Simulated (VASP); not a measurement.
# GaN (F-43m) in VASP: a series of runs

GaN is run at these levels: PBE; tasks: single point.

Everything below comes from runs of VASP 6.6.1. Logs are shortened: lines on timing, memory, paths and dates and some standing lists are left out, and cuts for length are marked.

## 1. The cell of the first run

Symmetry: F-43m, No. 216, cubic system. Conventional cell: a = 4.515 Å, b = 4.515 Å, c = 4.515 Å, α = 90.00°, β = 90.00°, γ = 90.00°. Ga (site symmetry -43m) has 4 N at 1.95 Å within 2.6 Å. N (site symmetry -43m) has 4 Ga at 1.95 Å within 2.6 Å.

## 2. Single point, PBE

INCAR reads:

```
SYSTEM = GaN
PREC = Accurate
ENCUT = 520
EDIFF = 1E-6
ISMEAR = -1
SIGMA = 0.1
LREAL = .FALSE.
LASPH = .TRUE.
NELM = 100
ALGO = Normal
ISIF = 2
LWAVE = .FALSE.
LCHARG = .FALSE.
GGA = PE
NBANDS = 16
```

KPOINTS reads:

```
regular mesh
0
G
  8 8 8
  0 0 0
```

POSCAR reads:

```
GaN
1.0
    0.0000000000      2.2573969162      2.2573969162
    2.2573969162      0.0000000000      2.2573969162
    2.2573969162      2.2573969162      0.0000000000
Ga N
1 1
Direct
    0.0000000000      0.0000000000      0.0000000000
    0.7500000000      0.7500000000      0.7500000000
```

Potentials or basis: VASP PAW PBE potentials, release 64 (Ga_d, N).

Started as:

```sh
$ cat potpaw_PBE.64/Ga_d/POTCAR potpaw_PBE.64/N/POTCAR > POTCAR
$ mpirun -np 1 vasp_std > vasp.out
```

OUTCAR:

```text
SYSTEM = GaN
   PREC = Accurate
   ENCUT = 520
   EDIFF = 1E-6
   ISMEAR = -1
   LREAL = .FALSE.
   LASPH = .TRUE.
   NELM = 100
   ISIF = 2
   GGA = PE

 ion  position               nearest neighbor table
   1  0.000  0.000  0.000-   2 1.95   2 1.95   2 1.95   2 1.95
   2  0.750  0.750  0.750-   1 1.95   1 1.95   1 1.95   1 1.95

  LATTYP: Found a face centered cubic cell.
 ALAT       =     4.5147938324

  Lattice vectors:

 A1 = (   0.0000000000,   2.2573969162,   2.2573969162)
 A2 = (   2.2573969162,   0.0000000000,   2.2573969162)
 A3 = (   2.2573969162,   2.2573969162,   0.0000000000)

Analysis of symmetry for initial positions (statically):
=====================================================================
 Subroutine PRICEL returns:
 Original cell was already a primitive cell.

 Routine SETGRP: Setting up the symmetry group for a
 face centered cubic supercell.

 Subroutine GETGRP returns: Found 24 space group operations
 (whereof 24 operations were pure point group operations)
 out of a pool of 48 trial point group operations.

The static configuration has the point symmetry T_d .

Analysis of symmetry for dynamics (positions and initial velocities):
=====================================================================
 Subroutine PRICEL returns:
 Original cell was already a primitive cell.

 Routine SETGRP: Setting up the symmetry group for a
 face centered cubic supercell.

 Subroutine GETGRP returns: Found 24 space group operations
 (whereof 24 operations were pure point group operations)
 out of a pool of 48 trial point group operations.

The dynamic configuration has the point symmetry T_d .

 Subroutine INISYM returns: Found 24 space group operations
 (whereof 24 operations are pure point group operations),
 and found     1 'primitive' translations

----------------------------------------------------------------------------------------

                                     Primitive cell

  volume of cell :      23.0067

  direct lattice vectors                    reciprocal lattice vectors
     0.000000000  2.257396916  2.257396916    -0.221494056  0.221494056  0.221494056
     2.257396916  0.000000000  2.257396916     0.221494056 -0.221494056  0.221494056
     2.257396916  2.257396916  0.000000000     0.221494056  0.221494056 -0.221494056

  length of vectors
     3.192441335  3.192441335  3.192441335     0.383638959  0.383638959  0.383638959

  position of ions in fractional coordinates (direct lattice)
     0.000000000  0.000000000  0.000000000
     0.750000000  0.750000000  0.750000000

  ion indices of the primitive-cell ions
   primitive index   ion index
                 1           1
                 2           2

----------------------------------------------------------------------------------------

 KPOINTS: regular mesh

Automatic generation of k-mesh.
 Grid dimensions read from file:
 generate k-points for:    8    8    8

 Generating k-lattice:

  Cartesian coordinates                     Fractional coordinates (reciprocal lattice)
    -0.027686757  0.027686757  0.027686757     0.125000000  0.000000000  0.000000000
     0.027686757 -0.027686757  0.027686757     0.000000000  0.125000000  0.000000000
     0.027686757  0.027686757 -0.027686757     0.000000000  0.000000000  0.125000000

  Length of vectors
     0.047954870  0.047954870  0.047954870

  Shift w.r.t. Gamma in fractional coordinates (k-lattice)
     0.000000000  0.000000000  0.000000000

 Subroutine IBZKPT returns following result:
 ===========================================

 Found     29 irreducible k-points:

 Following reciprocal coordinates:
            Coordinates               Weight
  0.000000  0.000000  0.000000      1.000000
  0.125000  0.000000  0.000000      8.000000
  0.250000  0.000000  0.000000      8.000000
  0.375000  0.000000  0.000000      8.000000
  0.500000  0.000000  0.000000      4.000000
  0.125000  0.125000  0.000000      6.000000
[... 16 lines left out ...]
  0.500000  0.250000  0.125000     48.000000
 -0.375000  0.250000  0.125000     24.000000
 [... further k-points ...]
   k-points           NKPTS =     29   k-points in BZ     NKDIM =     29   number of bands    NBANDS=     16
   number of dos      NEDOS =    301   number of ions     NIONS =      2
   total plane-waves  NPLWV =  13824
   dimension x,y,z NGX =    24 NGY =   24 NGZ =   24
   dimension x,y,z NGXF=    48 NGYF=   48 NGZF=   48
   ions per type =               1   1
   NGX,Y,Z   is equivalent  to a cutoff of  12.50, 12.50, 12.50 a.u.
   NGXF,Y,Z  is equivalent  to a cutoff of  25.00, 25.00, 25.00 a.u.
 SYSTEM =  GaN
   PREC   = accura    normal or accurate (medium, high low for compatibility)
   ISTART =      0    job   : 0-new  1-cont  2-samecut
   ICHARG =      2    charge: 1-file 2-atom 10-const
   ISPIN  =      1    spin polarized calculation?
   LNONCOLLINEAR =      F non collinear calculations
   LSORBIT =      F    spin-orbit coupling
   LASPH  =      T    aspherical Exc in radial PAW
   ENCUT  =  520.0 eV  38.22 Ry    6.18 a.u.   5.94  5.94  5.94*2*pi/ulx,y,z
   NELM   =    100;   NELMIN=  2; NELMDL= -5     # of ELM steps
   EDIFF  = 0.1E-05   stopping-criterion for ELM
   LREAL  =      F    real-space projection
   EDIFFG = 0.1E-04   stopping-criterion for IOM
   NSW    =      0    number of steps for IOM
   IBRION =     -1    ionic relax: 0-MD 1-quasi-New 2-CG
   NFREE  =      0    steps in history (QN), initial steepest desc. (CG)
   ISIF   =      2    stress and relaxation
   ISYM   =      2    0-nonsym 1-usesym 2-fastsym
   POTIM  = 0.5000    time-step for ionic-motion
   TEBEG  =    0.0;   TEEND  =   0.0 temperature during run
   PSTRESS=    0.0 pullay stress
   NELECT =      18.0000    total number of electrons
   NUPDOWN=      -1.0000    fix difference up-down
   EMIN   =  10.00;   EMAX   =-10.00  energy-range for DOS
   EFERMI =   0.00;   METHOD = LEGACY
   ISMEAR =    -1;   SIGMA  =   0.10  broadening in eV -4-tet -1-fermi 0-gaus
   EFERMI_NEDOS =   21; number of points for ismear=-14 and -15
   IALGO  =     38    algorithm
   IMIX   =      4    mixing-type and parameters
     AMIX     =   0.40;   BMIX     =  1.00
     AMIX_MAG =   1.60;   BMIX_MAG =  1.00
  volume/ion in A,a.u.               =      11.50        77.63
  Fermi-wavevector in a.u.,A,eV,Ry     =   1.508508  2.850668 30.961386  2.275598
  Thomas-Fermi vector in A             =   2.618953
   LORBIT       =      0    0 simple, 1 ext, 2 COOP (PROOUT), +10 PAW based schemes
   GGA     = PE    functional components
   LHFCALC =     F    Hartree Fock is set to
   AEXX    =    0.0000 exact exchange contribution
   IVDW    =     0    specifies the selected vdW correction
   LEPSILON=     F    determine dielectric tensor
   LRPA    =     F    only Hartree local field effects (RPA)
 non-spin polarized calculation
  energy-cutoff  :      520.00
  volume of cell :       23.01
 maximum number of plane-waves:       636
   NGX = 11   NGY = 11   NGZ = 11

 number of electron      18.0000000 magnetization

 Free energy of the ion-electron system (eV)
  ---------------------------------------------------
  ext. energy  EPLUGINS =         0.00000000
  ---------------------------------------------------
  free energy    TOTEN  =       -12.14621963 eV

  energy without entropy =      -12.14621488  energy(sigma->0) =      -12.14621725

 E-fermi :   6.1751     XC(G=0): -11.6391

 val. band max:        5.2256136493   @ k =   0.0000   0.0000   0.0000
 cond. band min:       6.9163122763   @ k =   0.0000   0.0000   0.0000
 fundamental gap:      1.6906986269
 Fermi energy:         6.1750787062

 k-point     1 :       0.0000    0.0000    0.0000
  band No.  band energies     occupation
      1     -10.6639      2.00000
      2      -8.2125      2.00000
      3      -8.2125      2.00000
      4      -8.2125      2.00000
      5      -7.8981      2.00000
      6      -7.8981      2.00000
[... 8 lines left out ...]
     15      24.0414      0.00000
     16      24.0414      0.00000

 k-point     2 :       0.1250    0.0000    0.0000
  band No.  band energies     occupation
      1     -10.4977      2.00000
      2      -8.1922      2.00000
      3      -8.1922      2.00000
      4      -8.1476      2.00000
      5      -7.8996      2.00000
      6      -7.8996      2.00000
[... 8 lines left out ...]
     15      22.4508      0.00000
     16      22.4757      0.00000

 k-point     3 :       0.2500    0.0000    0.0000
  band No.  band energies     occupation
      1     -10.1285      2.00000
      2      -8.1525      2.00000
      3      -8.1525      2.00000
      4      -7.8932      2.00000
      5      -7.8932      2.00000
      6      -7.8453      2.00000
[... 8 lines left out ...]
     15      22.0614      0.00000
     16      22.0614      0.00000

 k-point     4 :       0.3750    0.0000    0.0000
  band No.  band energies     occupation
      1      -9.8521      2.00000
      2      -8.1301      2.00000
      3      -8.1301      2.00000
      4      -7.8680      2.00000
      5      -7.8680      2.00000
      6      -7.1619      2.00000
[... 8 lines left out ...]
     15      23.4539      0.00000
     16      23.4539      0.00000

 k-point     5 :       0.5000    0.0000    0.0000
  band No.  band energies     occupation
      1      -9.7728      2.00000
      2      -8.1263      2.00000
      3      -8.1263      2.00000
      4      -7.8516      2.00000
      5      -7.8516      2.00000
      6      -6.6527      2.00000
[... 8 lines left out ...]
     15      24.8267      0.00000
     16      24.8267      0.00000

 k-point     6 :       0.1250    0.1250    0.0000
  band No.  band energies     occupation
      1     -10.4435      2.00000
      2      -8.1732      2.00000
      3      -8.1732      2.00000
      4      -8.1524      2.00000
      5      -7.9112      2.00000
      6      -7.8870      2.00000
[... 8 lines left out ...]
     15      24.8059      0.00000
     16      25.1240      0.00000
[... 267 lines left out ...]
 k-point    21 :       0.5000    0.5000    0.0000
  band No.  band energies     occupation
      1      -9.6063      2.00000
      2      -8.1281      2.00000
      3      -7.9137      2.00000
      4      -7.9137      2.00000
      5      -7.8223      2.00000
      6      -6.2283      2.00000
[... 8 lines left out ...]
     15      26.9032      0.00000
     16      29.7945      0.00000

 k-point    22 :       0.3750    0.2500    0.1250
  band No.  band energies     occupation
      1      -9.9013      2.00000
      2      -8.1097      2.00000
      3      -8.0908      2.00000
      4      -7.9768      2.00000
      5      -7.8701      2.00000
      6      -7.4884      2.00000
[... 8 lines left out ...]
     15      24.3028      0.00000
     16      26.4922      0.00000

 k-point    23 :       0.5000    0.2500    0.1250
  band No.  band energies     occupation
      1      -9.7276      2.00000
      2      -8.1043      2.00000
      3      -8.0602      2.00000
      4      -7.9437      2.00000
      5      -7.8638      2.00000
      6      -6.7943      2.00000
[... 8 lines left out ...]
     15      24.3873      0.00000
     16      26.2962      0.00000

 k-point    24 :      -0.3750    0.2500    0.1250
  band No.  band energies     occupation
      1      -9.6767      2.00000
      2      -8.1098      2.00000
      3      -8.0488      2.00000
      4      -7.9173      2.00000
      5      -7.8655      2.00000
      6      -6.3439      2.00000
[... 8 lines left out ...]
     15      23.9777      0.00000
     16      26.2354      0.00000

 [... further k-points ...]
[... 5 lines left out ...]
  --------------------------------------------------------------------------------------
  -------------------------------------------------------------------------------------
  Total        0.5881436      0.5881436      0.5881436      0.0000000      0.0000000      0.0000000
  in kB       40.9581341     40.9581341     40.9581341      0.0000000      0.0000000      0.0000000
  external PRESSURE =      40.9581341 kB  Pullay stress =       0.0000000 kB

 VOLUME and BASIS-vectors are now :
 -----------------------------------------------------------------------------
  energy-cutoff  :      520.00
  volume of cell :       23.01
      direct lattice vectors                 reciprocal lattice vectors
     0.000000000  2.257396916  2.257396916    -0.221494056  0.221494056  0.221494056
     2.257396916  0.000000000  2.257396916     0.221494056 -0.221494056  0.221494056
     2.257396916  2.257396916  0.000000000     0.221494056  0.221494056 -0.221494056

 POSITION                                       TOTAL-FORCE (eV/Angst)
 -----------------------------------------------------------------------------------
      0.00000      0.00000      0.00000        -0.000000     -0.000000      0.000000
      3.38610      3.38610      3.38610         0.000000      0.000000     -0.000000
 -----------------------------------------------------------------------------------
    total drift:                               -0.000002     -0.000002     -0.000001

  FREE ENERGIE OF THE ION-ELECTRON SYSTEM (eV)
  ---------------------------------------------------
  free  energy   TOTEN  =       -12.1462196262 eV

  energy  without entropy=      -12.1462148787  energy(sigma->0) =      -12.14621725
```

It took 9.2 s on 1 thread of AMD EPYC 7R13 (Zen 3), shared host; peak memory 0.11 GiB.

What came out:

```
Free energy            : -12.1462 eV
Pressure               : 4.1 GPa
Band gap on the k mesh : 1.69 eV, direct
```

A hybrid or GW would open this gap; PBE tends to underestimate it.

## 3. Single point, PBE

This run uses another cell than the first one, of 11.39 Å³/atom, 0.990 times its volume.

INCAR reads:

```
  PREC = Accurate
  ENCUT = 520
  EDIFF = 1E-6
  ISMEAR = -1
  SIGMA = 0.1
  LREAL = F
  LASPH = T
  NELM = 60
  ALGO = Normal
  ISIF = 2
  LWAVE = F
  LCHARG = T
  GGA = PE
  LELF = T
  LVHAR = T
  NBANDS = 16
```

KPOINTS reads:

```
regular mesh
0
Gamma
  8 8 8
```

POSCAR reads:

```
GaN
1.0
    0.0000000000      2.2498216277      2.2498216277
    2.2498216277      0.0000000000      2.2498216277
    2.2498216277      2.2498216277      0.0000000000
Ga N
1 1
Direct
    0.0000000000      0.0000000000      0.0000000000
    0.7500000000      0.7500000000      0.7500000000
```

Potentials or basis: VASP PAW PBE potentials, release 64 (Ga_d, N).

Started as:

```sh
$ cat potpaw_PBE.64/Ga_d/POTCAR potpaw_PBE.64/N/POTCAR > POTCAR
$ mpirun -np 1 vasp_std > vasp.out
```

Run time: 9.8 s. Hardware: 1 thread of AMD EPYC 7R13 (Zen 3), shared host; peak memory 0.11 GiB.

The run converged. Its results:

```yaml
Free_energy: -12.1388 eV
Pressure: 6.0 GPa
Band_gap_on_the_k_mesh: 1.76 eV, direct
```

Levels at points of the mesh, in eV from the valence-band top:
| k point | band 7 | band 8 | band 9 | band 10 | band 11 | band 12 |
| --- | --- | --- | --- | --- | --- | --- |
| (0.00, 0.00, 0.00) | 0.00 | 0.00 | 0.00 | 1.76 | 10.33 | 10.33 |
| (0.50, 0.00, 0.00) | -7.07 | -0.97 | -0.97 | 4.67 | 8.75 | 10.39 |
| (0.50, 0.50, 0.00) | -6.14 | -2.72 | -2.72 | 3.35 | 6.69 | 11.74 |
